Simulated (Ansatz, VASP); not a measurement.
## Two plane-wave programs on Mo6CO

File INCAR:

```
SYSTEM = Mo6CO
ALGO = Normal
DIPOL = 0.5 0.5 0.334
EDIFF = 1E-7
ENCUT = 520
GGA = PE
IDIPOL = 3
ISIF = 2
ISMEAR = 0
LASPH = .True.
LCHARG = .True.
LDIPOL = .True.
LELF = .True.
LREAL = .False.
LVACPOTAV = .True.
LVHAR = .True.
LWAVE = .False.
NBANDS = 57
NELM = 80
PREC = Accurate
SIGMA = 0.1
```

The input KPOINTS:

```
k-points
0
Gamma
  6 6 1
  0 0 0
```

POSCAR

```
Mo6CO
1.0
    4.4695765303      0.0000000000      0.0000000000
   -2.2347882651      3.8707668194      0.0000000000
    0.0000000000      0.0000000000     22.2595667262
Mo C O
6 1 1
Direct
    0.6666666667      0.3333333333      0.1796980170
    0.3333333333      0.6666666667      0.2206848206
    0.0000000000      0.0000000000      0.2616716241
    0.6666666667      0.3333333333      0.2990464568
    0.3333333333      0.6666666667      0.3355219825
    0.0000000000      0.0000000000      0.3710569405
    0.1666666667      0.3333333333      0.4752817904
    0.2054483999      0.4108967998      0.5256185275
```

Input for Ansatz:

```yaml
crystal:
  lattice:
    - [4.4695765303, 0.0, 0.0]
    - [-2.2347882651, 3.8707668194, 0.0]
    - [0.0, 0.0, 22.2595667262]
  atoms:
    - { symbol: Mo, position: [0.6666666667, 0.3333333333, 0.179698017] }
    - { symbol: Mo, position: [0.3333333333, 0.6666666667, 0.2206848206] }
    - { symbol: Mo, position: [0.0, 0.0, 0.2616716241] }
    - { symbol: Mo, position: [0.6666666667, 0.3333333333, 0.2990464568] }
    - { symbol: Mo, position: [0.3333333333, 0.6666666667, 0.3355219825] }
    - { symbol: Mo, position: [0.0, 0.0, 0.3710569405] }
    - { symbol: C, position: [0.1666666667, 0.3333333333, 0.4752817904] }
    - { symbol: O, position: [0.2054483999, 0.4108967998, 0.5256185275] }
basis:
  ecutwfc: 420
kpoints:
  mp_grid: { grid: [6, 6, 1] }
hamiltonian:
  xc: pbe
  pseudopotentials: { kind: paw, azcp: { folder: soft_1 } }
scf:
  occupations: { method: gaussian, width: 0.1 }
output:
  forces: true
  eigenvalues: true
efield:
  axis: 3
  dipole_correction: true
  ramp_width: 0.04
```

Alike in both runs: task single point; functional PBE; k mesh 6 × 6 × 1; occupations gaussian, width 0.1 eV; no spin polarisation.

```csv
,VASP,Ansatz
version,VASP 6.6.1,Ansatz 0.2.0
potentials or method,"VASP PAW PBE potentials, release 64 (Mo_sv, C, O), cutoff 520 eV","scalar-relativistic, plane waves, PAW"
valence electrons in the cell,94,94
```

Ansatz gave:

```
gap on the k mesh at the Fermi level (eV)  : none
rms of the force components (eV/Å)         : 0.703
work function, face that differs most (eV) : 4.54
```

Task: Estimate VASP's values.

Result: gap on the k mesh at the Fermi level (eV): none; rms of the force components (eV/Å): 0.661; work function, face that differs most (eV): 4.58.

Atom by atom the forces differ by 0.226 eV/Å (rms over components). A gap of «none» marks a metal or a gap that the smearing closes. With one functional, cell and mesh, what is left measures potentials, basis and numerics.

Noted on VASP's run: the standard files for N, O and F lose accuracy on very short bonds.
